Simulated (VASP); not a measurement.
# NbTe3 (P6_3/mmc) in VASP: relaxation of cell and atoms with PBE

Aim: the relaxation of cell and atoms of NbTe3 with PBE.

Everything below comes from runs of VASP 6.6.1. Logs are shortened: lines on timing, memory, paths and dates and some standing lists are left out, and cuts for length are marked.

## 1. The cell of the first run

The structure is hexagonal, space group P6_3/mmc (No. 194). The conventional cell has a = 9.794 Å, b = 9.794 Å, c = 3.435 Å, α = 90.00°, β = 90.00°, γ = 120.00°. Within 3.7 Å of Nb (site symmetry -6m2) lie 6 Te at 2.77 Å and 2 Nb at 3.44 Å. Within 3.9 Å of Te (site symmetry mm2) lie 2 Nb at 2.77 Å and 8 Te at 3.44 to 3.88 Å.

## 2. Relaxation of cell and atoms, PBE

INCAR

```
ALGO = Normal
EDIFF = 1E-6
EDIFFG = -0.01
ENCUT = 600
GGA = PE
IBRION = 2
ISIF = 3
ISMEAR = 0
LASPH = True
LCHARG = False
LREAL = False
LWAVE = False
NELM = 80
NSW = 100
PREC = Accurate
SIGMA = 0.1
```

KPOINTS

```
k-points
0
Gamma
  6 6 12
```

POSCAR

```
NbTe3
1.0
    9.7935827650      0.0000000000      0.0000000000
   -4.8967913825      8.4814914686      0.0000000000
    0.0000000000      0.0000000000      3.4352780838
Nb Te
2 6
Direct
    0.3333333333      0.6666666667      0.2500000000
    0.6666666667      0.3333333333      0.7500000000
    0.7949836912      0.5899673823      0.2500000000
    0.2050163088      0.7949836912      0.7500000000
    0.4100326177      0.2050163088      0.2500000000
    0.2050163088      0.4100326177      0.7500000000
    0.7949836912      0.2050163088      0.2500000000
    0.5899673823      0.7949836912      0.7500000000
```

Potentials or basis: VASP PAW PBE potentials, release 64 (Nb_sv, Te).

Launch:

```console
cat potpaw_PBE.64/Nb_sv/POTCAR potpaw_PBE.64/Te/POTCAR > POTCAR
mpirun -np 1 vasp_std > vasp.out
```

OUTCAR:

```text
EDIFF = 1E-6
   EDIFFG = -0.01
   ENCUT = 600
   GGA = PE
   IBRION = 2
   ISIF = 3
   ISMEAR = 0
   LASPH = True
   LREAL = False
   NELM = 80
   NSW = 100
   PREC = Accurate

 ion  position               nearest neighbor table
   1  0.333  0.667  0.250-   4 2.77   4 2.77   8 2.77   8 2.77   6 2.77   6 2.77
   2  0.667  0.333  0.750-   7 2.77   7 2.77   5 2.77   5 2.77   3 2.77   3 2.77
   3  0.795  0.590  0.250-   2 2.77   2 2.77
   4  0.205  0.795  0.750-   1 2.77   1 2.77
   5  0.410  0.205  0.250-   2 2.77   2 2.77
   6  0.205  0.410  0.750-   1 2.77   1 2.77
   7  0.795  0.205  0.250-   2 2.77   2 2.77
   8  0.590  0.795  0.750-   1 2.77   1 2.77

  LATTYP: Found a hexagonal cell.
 ALAT       =     9.7935827650
 C/A-ratio  =     0.3507682700

  Lattice vectors:

 A1 = (   9.7935827650,   0.0000000000,   0.0000000000)
 A2 = (  -4.8967913825,   8.4814914686,   0.0000000000)
 A3 = (   0.0000000000,   0.0000000000,   3.4352780838)

Analysis of symmetry for initial positions (statically):
=====================================================================
 Subroutine PRICEL returns:
 Original cell was already a primitive cell.

 Routine SETGRP: Setting up the symmetry group for a
 hexagonal supercell.

 Subroutine GETGRP returns: Found 24 space group operations
 (whereof 12 operations were pure point group operations)
 out of a pool of 24 trial point group operations.

The static configuration has the point symmetry D_3d.
 The point group associated with its full space group is D_6h.

Analysis of symmetry for dynamics (positions and initial velocities):
=====================================================================
 Subroutine PRICEL returns:
 Original cell was already a primitive cell.

 Routine SETGRP: Setting up the symmetry group for a
 hexagonal supercell.

 Subroutine GETGRP returns: Found 24 space group operations
 (whereof 12 operations were pure point group operations)
 out of a pool of 24 trial point group operations.

The dynamic configuration has the point symmetry D_3d.
 The point group associated with its full space group is D_6h.

 Subroutine INISYM returns: Found 24 space group operations
 (whereof 12 operations are pure point group operations),
 and found     1 'primitive' translations

----------------------------------------------------------------------------------------

                                     Primitive cell

  volume of cell :     285.3486

  direct lattice vectors                    reciprocal lattice vectors
     9.793582765  0.000000000  0.000000000     0.102107678  0.058951896  0.000000000
    -4.896791383  8.481491469  0.000000000     0.000000000  0.117903791  0.000000000
     0.000000000  0.000000000  3.435278084     0.000000000  0.000000000  0.291097249

  length of vectors
     9.793582765  9.793582765  3.435278084     0.117903791  0.117903791  0.291097249

  position of ions in fractional coordinates (direct lattice)
     0.333333333  0.666666667  0.250000000
     0.666666667  0.333333333  0.750000000
     0.794983691  0.589967382  0.250000000
     0.205016309  0.794983691  0.750000000
     0.410032618  0.205016309  0.250000000
     0.205016309  0.410032618  0.750000000
     0.794983691  0.205016309  0.250000000
     0.589967382  0.794983691  0.750000000

  ion indices of the primitive-cell ions
   primitive index   ion index
                 1           1
                 2           2
                 3           3
                 4           4
                 5           5
                 6           6
                 7           7
                 8           8

----------------------------------------------------------------------------------------

 KPOINTS: k-points

Automatic generation of k-mesh.
 Grid dimensions read from file:
 generate k-points for:    6    6   12

 Generating k-lattice:

  Cartesian coordinates                     Fractional coordinates (reciprocal lattice)
     0.017017946  0.009825316  0.000000000     0.166666667 -0.000000000  0.000000000
     0.000000000  0.019650632  0.000000000     0.000000000  0.166666667  0.000000000
     0.000000000  0.000000000  0.024258104     0.000000000  0.000000000  0.083333333

  Length of vectors
     0.019650632  0.019650632  0.024258104

  Shift w.r.t. Gamma in fractional coordinates (k-lattice)
     0.000000000  0.000000000  0.000000000

 Subroutine IBZKPT returns following result:
 ===========================================

 Found     49 irreducible k-points:

 Following reciprocal coordinates:
            Coordinates               Weight
  0.000000  0.000000  0.000000      1.000000
  0.166667  0.000000  0.000000      6.000000
  0.333333  0.000000  0.000000      6.000000
  0.500000  0.000000  0.000000      3.000000
  0.166667  0.166667  0.000000      6.000000
  0.333333  0.166667  0.000000     12.000000
[... 16 lines left out ...]
  0.166667  0.000000  0.250000     12.000000
  0.333333  0.000000  0.250000     12.000000
 [... further k-points ...]
   k-points           NKPTS =     49   k-points in BZ     NKDIM =     49   number of bands    NBANDS=     37
   number of dos      NEDOS =    301   number of ions     NIONS =      8
   total plane-waves  NPLWV = 179200
   dimension x,y,z NGX =    80 NGY =   80 NGZ =   28
   dimension x,y,z NGXF=   160 NGYF=  160 NGZF=   56
   ions per type =               2   6
   NGX,Y,Z   is equivalent  to a cutoff of  13.58, 13.58, 13.55 a.u.
   NGXF,Y,Z  is equivalent  to a cutoff of  27.16, 27.16, 27.10 a.u.
 SYSTEM =  unknown system
   PREC   = accura    normal or accurate (medium, high low for compatibility)
   ISTART =      0    job   : 0-new  1-cont  2-samecut
   ICHARG =      2    charge: 1-file 2-atom 10-const
   ISPIN  =      1    spin polarized calculation?
   LNONCOLLINEAR =      F non collinear calculations
   LSORBIT =      F    spin-orbit coupling
   LASPH  =      T    aspherical Exc in radial PAW
   ENCUT  =  600.0 eV  44.10 Ry    6.64 a.u.  19.56 19.56  6.86*2*pi/ulx,y,z
   NELM   =     80;   NELMIN=  2; NELMDL= -5     # of ELM steps
   EDIFF  = 0.1E-05   stopping-criterion for ELM
   LREAL  =      F    real-space projection
   EDIFFG = -.1E-01   stopping-criterion for IOM
   NSW    =    100    number of steps for IOM
   IBRION =      2    ionic relax: 0-MD 1-quasi-New 2-CG
   NFREE  =      1    steps in history (QN), initial steepest desc. (CG)
   ISIF   =      3    stress and relaxation
   ISYM   =      2    0-nonsym 1-usesym 2-fastsym
   POTIM  = 0.5000    time-step for ionic-motion
   TEBEG  =    0.0;   TEEND  =   0.0 temperature during run
   PSTRESS=    0.0 pullay stress
   NELECT =      62.0000    total number of electrons
   NUPDOWN=      -1.0000    fix difference up-down
   EMIN   =  10.00;   EMAX   =-10.00  energy-range for DOS
   EFERMI =   0.00;   METHOD = LEGACY
   ISMEAR =     0;   SIGMA  =   0.10  broadening in eV -4-tet -1-fermi 0-gaus
   EFERMI_NEDOS =   21; number of points for ismear=-14 and -15
   IALGO  =     38    algorithm
   IMIX   =      4    mixing-type and parameters
     AMIX     =   0.40;   BMIX     =  1.00
     AMIX_MAG =   1.60;   BMIX_MAG =  1.00
  volume/ion in A,a.u.               =      35.67       240.70
  Fermi-wavevector in a.u.,A,eV,Ry     =   0.984193  1.859855 13.179084  0.968635
  Thomas-Fermi vector in A             =   2.115407
   LORBIT       =      0    0 simple, 1 ext, 2 COOP (PROOUT), +10 PAW based schemes
   GGA     = PE    functional components
   LHFCALC =     F    Hartree Fock is set to
   AEXX    =    0.0000 exact exchange contribution
   IVDW    =     0    specifies the selected vdW correction
   LEPSILON=     F    determine dielectric tensor
   LRPA    =     F    only Hartree local field effects (RPA)
 conjugate gradient relaxation of ions
 non-spin polarized calculation
 Gauss-broadening in eV      SIGMA  =   0.10
  energy-cutoff  :      600.00
  volume of cell :      285.35
 maximum number of plane-waves:      9590
 NGX is ok and might be reduce to    80
   NGX = 39   NGY = 39   NGZ = 13

--------------------------------------- Ionic step        1  -------------------------------------------

 number of electron      61.9999999 magnetization

 Free energy of the ion-electron system (eV)
  ---------------------------------------------------
  ext. energy  EPLUGINS =         0.00000000
  ---------------------------------------------------
  free energy    TOTEN  =       -40.93736188 eV

  energy without entropy =      -40.91624461  energy(sigma->0) =      -40.92680325

------------------------ aborting loop because EDIFF is reached ----------------------------------------

  FORCE on cell =-STRESS in cart. coord.  units (eV):
  Direction    XX          YY          ZZ          XY          YZ          ZX
  --------------------------------------------------------------------------------------
  -------------------------------------------------------------------------------------
  Total        0.2878643      0.2878643      0.0248345      0.0000000      0.0000000      0.0000000
  in kB        1.6163025      1.6163025      0.1394407      0.0000000      0.0000000      0.0000000
  external PRESSURE =       1.1240153 kB  Pullay stress =       0.0000000 kB
[... 107 lines left out ...]
  FREE ENERGIE OF THE ION-ELECTRON SYSTEM (eV)
  ---------------------------------------------------
  free  energy   TOTEN  =       -40.9377613769 eV

  energy  without entropy=      -40.9162143195  energy(sigma->0) =      -40.92698785

[... ionic steps 4 to 9 ...]

--------------------------------------- Ionic step       10  -------------------------------------------

 number of electron      61.9999996 magnetization

------------------------ aborting loop because EDIFF is reached ----------------------------------------

  FORCE on cell =-STRESS in cart. coord.  units (eV):
  Direction    XX          YY          ZZ          XY          YZ          ZX
  --------------------------------------------------------------------------------------
  -------------------------------------------------------------------------------------
  Total        0.0265081      0.0265081      0.2220092     -0.0000000      0.0000000      0.0000000
  in kB        0.1458371      0.1458371      1.2214086     -0.0000000      0.0000000      0.0000000
  external PRESSURE =       0.5043610 kB  Pullay stress =       0.0000000 kB
[... 69 lines left out ...]
  energy  without entropy=      -40.9169259504  energy(sigma->0) =      -40.92839814

--------------------------------------- Ionic step       12  -------------------------------------------

 number of electron      61.9999996 magnetization

 Free energy of the ion-electron system (eV)
  ---------------------------------------------------
  ext. energy  EPLUGINS =         0.00000000
  ---------------------------------------------------
  free energy    TOTEN  =       -40.93991135 eV

  energy without entropy =      -40.91688259  energy(sigma->0) =      -40.92839697

 E-fermi :   4.2161     XC(G=0):  -8.4384

 val. band max:        4.1710182165   @ k =   0.5000   0.0000   0.0833
 cond. band min:       4.2167693184   @ k =   0.5000   0.0000   0.1667
 fundamental gap:      0.0457511019
 Fermi energy:         4.2161238539

 k-point     1 :       0.0000    0.0000    0.0000
  band No.  band energies     occupation
      1     -50.6960      2.00000
      2     -50.6960      2.00000
      3     -26.8407      2.00000
      4     -26.8407      2.00000
      5     -26.8406      2.00000
      6     -26.8406      2.00000
[... 949 lines left out ...]
     36       6.3099      0.00000
     37       6.3485      0.00000

 [... further k-points ...]
[... 5 lines left out ...]
  --------------------------------------------------------------------------------------
  -------------------------------------------------------------------------------------
  Total       -0.0447305     -0.0447305      0.0188742      0.0000000     -0.0000000      0.0000000
  in kB       -0.2458381     -0.2458381      0.1037325      0.0000000     -0.0000000      0.0000000
  external PRESSURE =      -0.1293146 kB  Pullay stress =       0.0000000 kB
[... 23 lines left out ...]
  FREE ENERGIE OF THE ION-ELECTRON SYSTEM (eV)
  ---------------------------------------------------
  free  energy   TOTEN  =       -40.9399113536 eV

  energy  without entropy=      -40.9168825858  energy(sigma->0) =      -40.92839697

 reached required accuracy - stopping structural energy minimisation
```

Wall time 1.7 h (1 thread of AMD EPYC 7R13 (Zen 3), shared host); peak memory 0.79 GiB.

What came out:

```yaml
Free_energy: -40.9399 eV
Relaxed_volume: 36.44 Å³/atom
Relaxed_cell: a = 9.910 Å, b = 9.910 Å, c = 3.428 Å, α = 90.00°, β = 90.00°, γ = 120.00°
Space_group_after_relaxing_to_0.1_Å: P6_3/mmc (No. 194)
Energy_gained_by_relaxing: 0.3 meV/atom
Ionic_steps: 12
Pressure_after_relaxing: 0.0 GPa
Band_gap_on_the_k_mesh: zero (bands 31 and 32 overlap by 0.54 eV)
```

Step by step:
| step | energy change (eV) | largest force (eV/Å) | pressure (GPa) | volume (Å³) |
| --- | --- | --- | --- | --- |
| 1 | 0.0000 | 0.0036 | 0.11 | 285.35 |
| 2 | -0.0004 | 0.0394 | -0.06 | 286.38 |
| 3 | -0.0004 | 0.0311 | -0.03 | 286.19 |
| 4 | -0.0008 | 0.0304 | 0.01 | 286.45 |
| 5 | -0.0010 | 0.0284 | 0.07 | 286.93 |
| 6 | -0.0012 | 0.0290 | 0.05 | 287.32 |
| 7 | -0.0017 | 0.0319 | 0.02 | 288.49 |
| 8 | -0.0019 | 0.0369 | -0.05 | 290.82 |
| 9 | -0.0025 | 0.0022 | 0.03 | 291.19 |
| 10 | -0.0025 | 0.0060 | 0.05 | 291.22 |
| 11 | -0.0025 | 0.0048 | -0.05 | 291.76 |
| 12 | -0.0025 | 0.0001 | -0.01 | 291.52 |

Final structure:
```cif
data_structure
_symmetry_space_group_name_H-M 'P 1'
_symmetry_Int_Tables_number 1
_cell_length_a 9.9101
_cell_length_b 9.9101
_cell_length_c 3.4275
_cell_angle_alpha 90.000
_cell_angle_beta 90.000
_cell_angle_gamma 120.000
_cell_volume 291.52
loop_
_atom_site_label
_atom_site_type_symbol
_atom_site_fract_x
_atom_site_fract_y
_atom_site_fract_z
_atom_site_occupancy
Nb1 Nb 0.33333 0.66667 0.25000 1
Nb2 Nb 0.66667 0.33333 0.75000 1
Te1 Te 0.79368 0.58736 0.25000 1
Te2 Te 0.20632 0.79368 0.75000 1
Te3 Te 0.41264 0.20632 0.25000 1
Te4 Te 0.20632 0.41264 0.75000 1
Te5 Te 0.79368 0.20632 0.25000 1
Te6 Te 0.58736 0.79368 0.75000 1
```

Caveat: spin-orbit coupling is left out, which moves the levels of the heavy elements; this functional lacks dispersion, which binds layers or chains, so the pressure and a relaxed spacing across them are unreliable.

The gap in the log of VASP goes by the Fermi energy; the results here count the filled bands.